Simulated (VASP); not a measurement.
# Pb (Fm-3m) in VASP: a series of runs

The runs below take Pb through relaxation of cell and atoms, with PBEsol.

All numbers are computed with VASP 6.6.1; they aren't measurements. Logs are shortened: lines on timing, memory, paths and dates and some standing lists are left out, and cuts for length are marked.

### Step 1. The cell of the first run

It takes space group Fm-3m (No. 225, cubic). The conventional cell has a = 4.950 Å, b = 4.950 Å, c = 4.950 Å, α = 90.00°, β = 90.00°, γ = 90.00°. Pb (site symmetry m-3m) has 12 Pb at 3.50 Å within 4.6 Å.

### Step 2. Relaxation of cell and atoms, PBEsol, target pressure 10 GPa, at which the enthalpy is minimised

INCAR

```
ALGO     = Fast           # electronic algorithm
EDIFF    = 1E-7           # SCF threshold, eV
EDIFFG   = -0.01          # ionic threshold
ENCUT    = 600            # plane-wave cutoff, eV
GGA      = PS             # functional
IBRION   = 2              # ionic algorithm
ISIF     = 3              # what is computed and relaxed
ISMEAR   = -1             # smearing method
LASPH    = True           # aspherical terms in the spheres
LCHARG   = False          # write CHGCAR
LREAL    = False          # projectors in reciprocal space
LWAVE    = False          # write WAVECAR
NELM     = 80             # most SCF steps
NSW      = 60             # ionic steps
PREC     = Accurate       # precision mode
PSTRESS  = 100.0        
SIGMA    = 0.05           # smearing width, eV
```

KPOINTS

```
k-points
0
Gamma
  9 9 9
```

POSCAR

```
Pb
1.0
    0.0000000000      2.4750200000      2.4750200000
    2.4750200000      0.0000000000      2.4750200000
    2.4750200000      2.4750200000      0.0000000000
Pb
1
Direct
    0.0000000000      0.0000000000      0.0000000000
```

Potentials or basis: VASP PAW PBE potentials, release 64 (Pb_d).

Run with:

```
$ cat potpaw_PBE.64/Pb_d/POTCAR > POTCAR
$ mpirun -np 1 vasp_std > vasp.out
```

OUTCAR:

```text
EDIFF = 1E-7
   EDIFFG = -0.01
   ENCUT = 600
   GGA = PS
   IBRION = 2
   ISIF = 3
   ISMEAR = -1
   LASPH = True
   LREAL = False
   NELM = 80
   NSW = 60
   PREC = Accurate
   PSTRESS = 100.0

 ion  position               nearest neighbor table
   1  0.000  0.000  0.000-

  LATTYP: Found a face centered cubic cell.
 ALAT       =     4.9500400000

  Lattice vectors:

 A1 = (   0.0000000000,   2.4750200000,   2.4750200000)
 A2 = (   2.4750200000,   0.0000000000,   2.4750200000)
 A3 = (   2.4750200000,   2.4750200000,   0.0000000000)

Analysis of symmetry for initial positions (statically):
=====================================================================
 Subroutine PRICEL returns:
 Original cell was already a primitive cell.

 Routine SETGRP: Setting up the symmetry group for a
 face centered cubic supercell.

 Subroutine GETGRP returns: Found 48 space group operations
 (whereof 48 operations were pure point group operations)
 out of a pool of 48 trial point group operations.

The static configuration has the point symmetry O_h .

Analysis of symmetry for dynamics (positions and initial velocities):
=====================================================================
 Subroutine PRICEL returns:
 Original cell was already a primitive cell.

 Routine SETGRP: Setting up the symmetry group for a
 face centered cubic supercell.

 Subroutine GETGRP returns: Found 48 space group operations
 (whereof 48 operations were pure point group operations)
 out of a pool of 48 trial point group operations.

The dynamic configuration has the point symmetry O_h .

 Subroutine INISYM returns: Found 48 space group operations
 (whereof 48 operations are pure point group operations),
 and found     1 'primitive' translations

----------------------------------------------------------------------------------------

                                     Primitive cell

  volume of cell :      30.3226

  direct lattice vectors                    reciprocal lattice vectors
     0.000000000  2.475020000  2.475020000    -0.202018570  0.202018570  0.202018570
     2.475020000  0.000000000  2.475020000     0.202018570 -0.202018570  0.202018570
     2.475020000  2.475020000  0.000000000     0.202018570  0.202018570 -0.202018570

  length of vectors
     3.500206851  3.500206851  3.500206851     0.349906427  0.349906427  0.349906427

  position of ions in fractional coordinates (direct lattice)
     0.000000000  0.000000000  0.000000000

  ion indices of the primitive-cell ions
   primitive index   ion index
                 1           1

----------------------------------------------------------------------------------------

 KPOINTS: k-points

Automatic generation of k-mesh.
 Grid dimensions read from file:
 generate k-points for:    9    9    9

 Generating k-lattice:

  Cartesian coordinates                     Fractional coordinates (reciprocal lattice)
    -0.022446508  0.022446508  0.022446508     0.111111111  0.000000000  0.000000000
     0.022446508 -0.022446508  0.022446508     0.000000000  0.111111111  0.000000000
     0.022446508  0.022446508 -0.022446508     0.000000000  0.000000000  0.111111111

  Length of vectors
     0.038878492  0.038878492  0.038878492

  Shift w.r.t. Gamma in fractional coordinates (k-lattice)
     0.000000000  0.000000000  0.000000000

 Subroutine IBZKPT returns following result:
 ===========================================

 Found     35 irreducible k-points:

 Following reciprocal coordinates:
            Coordinates               Weight
  0.000000  0.000000  0.000000      1.000000
  0.111111  0.000000  0.000000      8.000000
  0.222222  0.000000  0.000000      8.000000
  0.333333  0.000000  0.000000      8.000000
  0.444444  0.000000  0.000000      8.000000
  0.111111  0.111111  0.000000      6.000000
[... 16 lines left out ...]
 -0.333333  0.333333  0.000000     12.000000
  0.444444  0.444444  0.000000      6.000000
 [... further k-points ...]
   k-points           NKPTS =     35   k-points in BZ     NKDIM =     35   number of bands    NBANDS=     11
   number of dos      NEDOS =    301   number of ions     NIONS =      1
   total plane-waves  NPLWV =  21952
   dimension x,y,z NGX =    28 NGY =   28 NGZ =   28
   dimension x,y,z NGXF=    56 NGYF=   56 NGZF=   56
   ions per type =               1
   NGX,Y,Z   is equivalent  to a cutoff of  13.30, 13.30, 13.30 a.u.
   NGXF,Y,Z  is equivalent  to a cutoff of  26.60, 26.60, 26.60 a.u.
 SYSTEM =  unknown system
   PREC   = accura    normal or accurate (medium, high low for compatibility)
   ISTART =      0    job   : 0-new  1-cont  2-samecut
   ICHARG =      2    charge: 1-file 2-atom 10-const
   ISPIN  =      1    spin polarized calculation?
   LNONCOLLINEAR =      F non collinear calculations
   LSORBIT =      F    spin-orbit coupling
   LASPH  =      T    aspherical Exc in radial PAW
   ENCUT  =  600.0 eV  44.10 Ry    6.64 a.u.   6.99  6.99  6.99*2*pi/ulx,y,z
   NELM   =     80;   NELMIN=  2; NELMDL= -5     # of ELM steps
   EDIFF  = 0.1E-06   stopping-criterion for ELM
   LREAL  =      F    real-space projection
   EDIFFG = -.1E-01   stopping-criterion for IOM
   NSW    =     60    number of steps for IOM
   IBRION =      2    ionic relax: 0-MD 1-quasi-New 2-CG
   NFREE  =      1    steps in history (QN), initial steepest desc. (CG)
   ISIF   =      3    stress and relaxation
   ISYM   =      2    0-nonsym 1-usesym 2-fastsym
   POTIM  = 0.5000    time-step for ionic-motion
   TEBEG  =    0.0;   TEEND  =   0.0 temperature during run
   PSTRESS=  100.0 pullay stress
   NELECT =      14.0000    total number of electrons
   NUPDOWN=      -1.0000    fix difference up-down
   EMIN   =  10.00;   EMAX   =-10.00  energy-range for DOS
   EFERMI =   0.00;   METHOD = LEGACY
   ISMEAR =    -1;   SIGMA  =   0.05  broadening in eV -4-tet -1-fermi 0-gaus
   EFERMI_NEDOS =   21; number of points for ismear=-14 and -15
   IALGO  =     68    algorithm
   IMIX   =      4    mixing-type and parameters
     AMIX     =   0.40;   BMIX     =  1.00
     AMIX_MAG =   1.60;   BMIX_MAG =  1.00
  volume/ion in A,a.u.               =      30.32       204.63
  Fermi-wavevector in a.u.,A,eV,Ry     =   1.265306  2.391081 21.782907  1.600999
  Thomas-Fermi vector in A             =   2.398566
   LORBIT       =      0    0 simple, 1 ext, 2 COOP (PROOUT), +10 PAW based schemes
   GGA     = PS    functional components
   LHFCALC =     F    Hartree Fock is set to
   AEXX    =    0.0000 exact exchange contribution
   IVDW    =     0    specifies the selected vdW correction
   LEPSILON=     F    determine dielectric tensor
   LRPA    =     F    only Hartree local field effects (RPA)
 conjugate gradient relaxation of ions
 non-spin polarized calculation
 RMM-DIIS sequential band-by-band and
  energy-cutoff  :      600.00
  volume of cell :       30.32
 maximum number of plane-waves:      1022
   NGX = 13   NGY = 13   NGZ = 13

--------------------------------------- Ionic step        1  -------------------------------------------

 number of electron      13.9999999 magnetization

 Free energy of the ion-electron system (eV)
  ---------------------------------------------------
  ext. energy  EPLUGINS =         0.00000000
  ---------------------------------------------------
  free energy    TOTEN  =        -4.01738408 eV

  energy without entropy =       -4.01428197  energy(sigma->0) =       -4.01583302

------------------------ aborting loop because EDIFF is reached ----------------------------------------

  FORCE on cell =-STRESS in cart. coord.  units (eV):
  Direction    XX          YY          ZZ          XY          YZ          ZX
  --------------------------------------------------------------------------------------
  -------------------------------------------------------------------------------------
  Total       -0.1141801     -0.1141801     -0.1141801      0.0000000     -0.0000000      0.0000000
  in kB       -6.0330233     -6.0330233     -6.0330233      0.0000000     -0.0000000      0.0000000
  external PRESSURE =    -106.0330233 kB  Pullay stress =     100.0000000 kB
[... 22 lines left out ...]
  enthalpy is  TOTEN    =        -2.1247983911 eV   P V=        1.8925856872

--------------------------------------- Ionic step        2  -------------------------------------------

 number of electron      14.0000000 magnetization

 E-fermi :  11.0969     XC(G=0): -11.8997

 val. band max:       11.0869010896   @ k =  -0.2222   0.2222   0.0000
 cond. band min:      11.6897590935   @ k =  -0.4444   0.3333   0.1111
 fundamental gap:      0.6028580039
 Fermi energy:        11.0969149478

 k-point     1 :       0.0000    0.0000    0.0000
  band No.  band energies     occupation
      1      -6.3312      2.00000
      2      -6.3312      2.00000
      3      -6.3312      2.00000
      4      -5.9857      2.00000
      5      -5.9857      2.00000
      6      -3.1966      2.00000
      7      20.8130      0.00000
      8      21.0152      0.00000
      9      21.0152      0.00000
     10      21.0152      0.00000
     11      26.2184      0.00000
[... 504 lines left out ...]
  enthalpy is  TOTEN    =        -2.2906016467 eV   P V=        1.6203742882

--------------------------------------- Ionic step        7  -------------------------------------------

 number of electron      13.9999998 magnetization

 Free energy of the ion-electron system (eV)
  ---------------------------------------------------
  ext. energy  EPLUGINS =         0.00000000
  ---------------------------------------------------
  free energy    TOTEN  =        -3.90819596 eV

  energy without entropy =       -3.90346478  energy(sigma->0) =       -3.90583037

 E-fermi :   8.7981     XC(G=0): -11.1194

 val. band max:        8.7543894695   @ k =  -0.2222   0.2222   0.0000
 cond. band min:       9.3873332415   @ k =   0.3333   0.3333   0.0000
 fundamental gap:      0.6329437720
 Fermi energy:         8.7981462239

 k-point     1 :       0.0000    0.0000    0.0000
  band No.  band energies     occupation
      1      -8.1515      2.00000
      2      -8.1515      2.00000
      3      -8.1515      2.00000
      4      -7.9245      2.00000
      5      -7.9245      2.00000
      6      -3.9500      2.00000
      7      17.6934      0.00000
      8      17.6934      0.00000
      9      17.6934      0.00000
     10      18.8072      0.00000
     11      22.3323      0.00000
[... 350 lines left out ...]
  FREE ENERGIE OF THE ION-ELECTRON SYSTEM (eV)
  ---------------------------------------------------
  free  energy   TOTEN  =        -3.9081959587 eV

  energy  without entropy=       -3.9034647767  energy(sigma->0) =       -3.90583037

  enthalpy is  TOTEN    =        -2.2906257305 eV   P V=        1.6175702283

 reached required accuracy - stopping structural energy minimisation
```

Run time: 3.6 min. Hardware: 1 thread of AMD EPYC 7R13, shared host; peak memory 0.14 GiB.

What came out:

```yaml
Free_energy: -3.9082 eV
Relaxed_volume: 25.92 Å³/atom
Relaxed_cell: a = 3.322 Å, b = 3.322 Å, c = 3.322 Å, α = 60.00°, β = 60.00°, γ = 60.00°
Space_group_after_relaxing_to_0.05_Å: Fm-3m (No. 225)
Energy_change_on_relaxing_the_enthalpy_is_what_falls: +109.2 meV/atom
Ionic_steps: 7
Pressure_after_relaxing: 10.0 GPa
Band_gap_on_the_k_mesh: zero (band 7 reaches 17.69 eV, above the bottom of band 8 at 7.10 eV)
```

Step by step:
```
step  energy change (eV)  largest force (eV/Å)  pressure (GPa)  volume (Å³)
   1              0.0000                0.0000           -0.60        30.32
   2              0.5163                0.0000           28.96        22.34
   3              0.1030                0.0000            9.64        26.02
   4              0.1080                0.0000            9.92        25.93
   5              0.1133                0.0000           10.20        25.85
   6              0.1064                0.0000            9.85        25.96
   7              0.1092                0.0000            9.95        25.92
```

Final structure:
```
CELL_PARAMETERS angstrom
0.00000 2.34881 2.34881
2.34881 0.00000 2.34881
2.34881 2.34881 0.00000
ATOMIC_POSITIONS crystal
Pb 0.00000 0.00000 0.00000
```

Levels at points of the mesh, in eV from the Fermi level:
| k point | band 3 | band 4 | band 5 | band 6 | band 7 | band 8 | band 9 | band 10 | band 11 |
| --- | --- | --- | --- | --- | --- | --- | --- | --- | --- |
| (0.00, 0.00, 0.00) | -16.95 | -16.72 | -16.72 | -12.75 | 8.90 | 8.90 | 8.90 | 10.01 | 13.53 |

Caveat: the cell is relaxed towards a set pressure, so the enthalpy falls and the energy may rise; the PAW data sets were made with another functional, which shifts forces and pressure a little; spin-orbit coupling is left out, which moves the levels of the heavy elements.

### Step 3. Relaxation of cell and atoms, PBEsol, target pressure 20 GPa, at which the enthalpy is minimised

INCAR

```
SYSTEM = Pb
PREC = Accurate ; ENCUT = 600
EDIFF = 1E-7 ; ISMEAR = -1
SIGMA = 0.05 ; LREAL = .False.
LASPH = .True. ; NELM = 80
ALGO = Fast ; ISIF = 3
LWAVE = .False. ; LCHARG = .False.
GGA = PS ; IBRION = 2
NSW = 60 ; EDIFFG = -0.01
PSTRESS = 200.0
```

KPOINTS

```
Automatic mesh
0
Gamma
  9 9 9
  0 0 0
```

POSCAR is that of step 2.

Potentials or basis: VASP PAW PBE potentials, release 64 (Pb_d).

Run with:

```
$ cat potpaw_PBE.64/Pb_d/POTCAR > POTCAR
$ mpirun -np 1 vasp_std > vasp.out
```

It took 5.5 min on 1 thread of AMD EPYC 7R13, shared host; peak memory 0.15 GiB.

The run converged. Its results:

| Item | Value |
| --- | --- |
| Free energy | -3.7029 eV |
| Relaxed volume | 23.67 Å³/atom |
| Relaxed cell | a = 3.223 Å, b = 3.223 Å, c = 3.223 Å, α = 60.00°, β = 60.00°, γ = 60.00° |
| Space group after relaxing (to 0.05 Å) | Fm-3m (No. 225) |
| Energy change on relaxing (the enthalpy is what falls) | +314.5 meV/atom |
| Ionic steps | 7 |
| Pressure after relaxing | 20.1 GPa |
| Band gap on the k mesh | zero (band 7 reaches 19.69 eV, above the bottom of band 8 at 8.13 eV) |

The path:
```tsv
step	energy change (eV)	largest force (eV/Å)	pressure (GPa)	volume (Å³)
1	0.0000	0.0000	-0.60	30.32
2	3.1409	0.0000	133.37	16.23
3	3.1023	0.0000	19.03	24.32
4	0.2519	0.0000	17.20	24.21
5	1.1126	0.0000	53.23	19.95
6	0.2997	0.0000	19.45	23.79
7	0.3145	0.0000	20.06	23.67
```

Final structure:
```xyz
1
Lattice="0.0000 2.2789 2.2789 2.2789 0.0000 2.2789 2.2789 2.2789 0.0000" Properties=species:S:1:pos:R:3 pbc="T T T"
Pb    0.0000    0.0000    0.0000
```

Levels at points of the mesh, in eV from the Fermi level:
```
           k point  band 3  band 4  band 5  band 6  band 7  band 8  band 9  band 10  band 11
(0.00, 0.00, 0.00)  -17.19  -16.90  -16.90  -13.63    9.56    9.56    9.56     9.88    14.56
```

Caveat: the cell is relaxed towards a set pressure, so the enthalpy falls and the energy may rise; the volume moved by over 15 % at a fixed basis, so the end points are rough; the PAW data sets were made with another functional, which shifts forces and pressure a little; spin-orbit coupling is left out, which moves the levels of the heavy elements.
